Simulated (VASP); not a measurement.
Wanted: the native input for a VASP 6.6.1 run.

```yaml
Task: single point
Functional: PBE
Potentials_or_basis: VASP PAW PBE potentials, release 64 (Ga_d, P)
Cutoff: 520 eV
k_mesh: 8 × 8 × 8
Occupations: gaussian, width 0.05 eV
Spin: no spin polarisation
Dipole_correction: no
Further_INCAR_settings: ALGO = Normal; EDIFF = 1e-06; NBANDS = 16
```

The structure of GaP lies in POSCAR:

```
GaP
1.0
    0.0000000000      2.7525368124      2.8901636530
    2.7525368124      0.0000000000      2.8901636530
    2.7525368124      2.7525368124      0.0000000000
Ga P
1 1
Direct
    0.0000000000      0.0000000000      0.0000000000
    0.7500000000      0.7500000000      0.7500000000
```

This cell differs from its parent crystal: strain +0.000 along x and y, +0.050 along z.

The input as run:

INCAR

```
PREC = Accurate
ENCUT = 520
EDIFF = 1E-6
ISMEAR = 0
SIGMA = 0.05
LREAL = F
LASPH = T
NELM = 80
ALGO = Normal
ISIF = 2
LWAVE = F
LCHARG = F
GGA = PE
NBANDS = 16
```

KPOINTS

```
Automatic mesh
0
Gamma
  8 8 8
```

Potentials or basis: VASP PAW PBE potentials, release 64 (Ga_d, P).

Launch:

```sh
$ cat potpaw_PBE.64/Ga_d/POTCAR potpaw_PBE.64/P/POTCAR > POTCAR
$ mpirun -np 1 vasp_std > vasp.out
```

It gave:

```yaml
Pressure: -3.4 GPa
Band_gap_on_the_k_mesh: 1.07 eV, direct
```

Caveat: the cell differs from its parent crystal (strain +0.000 along x and y, +0.050 along z).

Wall time 49 s on 1 thread of AMD EPYC 7R43 64-Core Processor (Zen 3), on a shared host, peak memory 0.15 GiB.
